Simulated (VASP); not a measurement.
Be2SbP3, 6 atoms in the cell. The structure is trigonal, space group P3m1 (No. 156). The conventional cell has a = 4.028 Å, b = 4.028 Å, c = 8.265 Å, α = 90.00°, β = 90.00°, γ = 120.00°. Be (site symmetry 3m) has 3 Sb at 2.33 Å and 1 Be at 3.02 Å within 3.1 Å. Be (site symmetry 3m) has 6 P at 2.33 to 3.21 Å and 1 Be at 3.02 Å within 3.3 Å. Sb (site symmetry 3m) has 3 Be at 2.33 Å and 1 P at 2.56 Å within 3.1 Å. P (site symmetry 3m) has 1 P at 2.20 Å and 3 Be at 2.33 Å within 2.9 Å. P (site symmetry 3m) has 4 P at 2.20 to 2.35 Å within 2.9 Å. P (site symmetry 3m) has 3 P at 2.35 Å and 1 Sb at 2.56 Å within 3.1 Å. The cell was generated, and may not be a known phase.

| Property | Result |
| --- | --- |
| Program | VASP 6.6.1 |
| Task | single point |
| Functional | PBE |
| Potentials or basis | VASP PAW PBE potentials, release 64 (Be, Sb, P) |
| Cutoff | 520 eV |
| k mesh | 6 × 6 × 4 |
| Occupations | gaussian, width 0.1 eV |
| Spin | no spin polarisation |
| Dipole correction | no |
| Further INCAR settings | ALGO = Normal; EDIFF = 1e-06; NBANDS = 21 |

Potentials or basis: VASP PAW PBE potentials, release 64 (Be, Sb, P).

Run with:

```bash
$ cat potpaw_PBE.64/Be/POTCAR potpaw_PBE.64/Sb/POTCAR potpaw_PBE.64/P/POTCAR > POTCAR
$ mpirun -np 1 vasp_std > vasp.out
```

Hardware: 1 thread of Oxide Virtual Turin-like Processor (shared host).

Problem. Estimate the wall time of this run.

Solution. It took 28 s on 1 thread of Oxide Virtual Turin-like Processor (shared host), peak memory 0.22 GiB. Counts: scf iterations 14, k points 24.
